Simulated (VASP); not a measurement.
The system is W.

```
W
1.0
     2.82000    0.00000    0.00000
    -1.41000    2.44219    0.00000
     0.00000    0.00000    4.60506
W
2
Cartesian
  0.0000 1.6281 1.1513
  1.4100 0.8141 3.4538
```

- Program: VASP 6.6.1
- Task: relaxation of cell and atoms
- Functional: PBE
- Potentials or basis: VASP PAW PBE potentials, release 64 (W_sv)
- Cutoff: 600 eV
- k mesh: 9 × 9 × 5
- Occupations: fermi-dirac, width 0.1 eV
- Spin: no spin polarisation

At the start: pressure 11.4 GPa; volume 15.86 Å³/atom.

Question: Where does the relaxation end?

Answer: Over 7 steps the energy falls by 76.0 meV/atom and the volume is 16.56 Å³/atom (+4.4 %); space group P6_3/mmc (No. 194, to 0.05 Å).

The path:
| step | energy change (eV) | largest force (eV/Å) | pressure (GPa) | volume (Å³) |
| --- | --- | --- | --- | --- |
| 1 | 0.0000 | 0.0000 | 11.40 | 31.71 |
| 2 | 0.2217 | 0.0000 | -25.89 | 37.13 |
| 3 | -0.0784 | 0.0000 | -4.23 | 33.47 |
| 4 | -0.1422 | 0.0000 | -1.57 | 33.38 |
| 5 | -0.1496 | 0.0000 | -2.46 | 33.41 |
| 6 | -0.1380 | 0.0000 | 6.30 | 32.40 |
| 7 | -0.1519 | 0.0000 | -0.04 | 33.11 |

Final structure:
```
CELL_PARAMETERS angstrom
2.78197 0.00000 0.00000
-1.39099 2.40926 0.00000
0.00000 0.00000 4.94030
ATOMIC_POSITIONS crystal
W 0.33333 0.66667 0.25000
W 0.66667 0.33333 0.75000
```
